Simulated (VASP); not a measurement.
Crystal: Si4Ge.

```
CELL_PARAMETERS angstrom
5.26715 0.00000 0.00000
0.60803 5.36862 0.00000
1.85962 1.45445 5.69615
ATOMIC_POSITIONS crystal
Si 0.71158 0.01251 0.30429
Si 0.71994 0.01700 0.81926
Si 0.28842 0.98749 0.69571
Si 0.28006 0.98300 0.18074
Si 0.99707 0.71167 0.57710
Si 0.99720 0.70423 0.07887
Si 0.00293 0.28833 0.42290
Si 0.00280 0.29577 0.92113
Ge 0.49962 0.49721 0.71646
Ge 0.50038 0.50279 0.28354
```

* Program: VASP 6.6.1
* Task: relaxation of cell and atoms
* Functional: PBE
* Potentials or basis: VASP PAW PBE potentials, release 64 (Si, Ge_d)
* Cutoff: 600 eV
* k mesh: 4 × 4 × 4
* Occupations: gaussian, width 0.1 eV
* Spin: no spin polarisation

At the start: pressure 0.2 GPa; volume 16.11 Å³/atom.

**Question.** Where does the relaxation end?

**Answer.** Over 19 steps the energy falls by 7.3 meV/atom and the volume is 16.20 Å³/atom (+0.6 %); space group P-1 (No. 2, to 0.1 Å) before and after.

The path:
```
step  energy change (eV)  largest force (eV/Å)  pressure (GPa)  volume (Å³)
   1              0.0000                0.2867            0.15       161.07
   2             -0.0325                0.1561           -0.25       161.42
   3             -0.0333                0.1384           -0.35       161.47
   4             -0.0406                0.0891           -0.03       160.67
   5             -0.0424                0.0744            0.38       159.77
   6             -0.0426                0.0729            0.34       159.97
   7             -0.0457                0.0832            0.02       160.54
   8             -0.0462                0.0979           -0.24       160.99
   9             -0.0488                0.0841           -0.17       160.95
  10             -0.0532                0.1055           -0.08       160.83
  11             -0.0535                0.1226            0.02       160.79
  12             -0.0580                0.1060            0.06       160.80
  13             -0.0612                0.0647            0.23       160.82
  14             -0.0642                0.0536            0.07       161.27
  15             -0.0668                0.0701           -0.27       162.26
  16             -0.0704                0.0605           -0.15       162.14
  17             -0.0712                0.0531           -0.03       162.05
  18             -0.0712                0.0516            0.01       162.03
  19             -0.0727                0.0354            0.03       162.02
```

Final structure:
```
Si Ge
1.0
     5.33993   -0.02631    0.00608
     0.58972    5.37020    0.01451
     1.88438    1.46120    5.65277
Si Ge
8 2
Direct
  0.70354 0.02631 0.27883
  0.72367 0.03464 0.81408
  0.29646 0.97369 0.72117
  0.27633 0.96536 0.18592
  0.98147 0.71814 0.58328
  0.97521 0.69120 0.09034
  0.01853 0.28186 0.41672
  0.02479 0.30880 0.90966
  0.50826 0.50398 0.70896
  0.49174 0.49602 0.29104
```
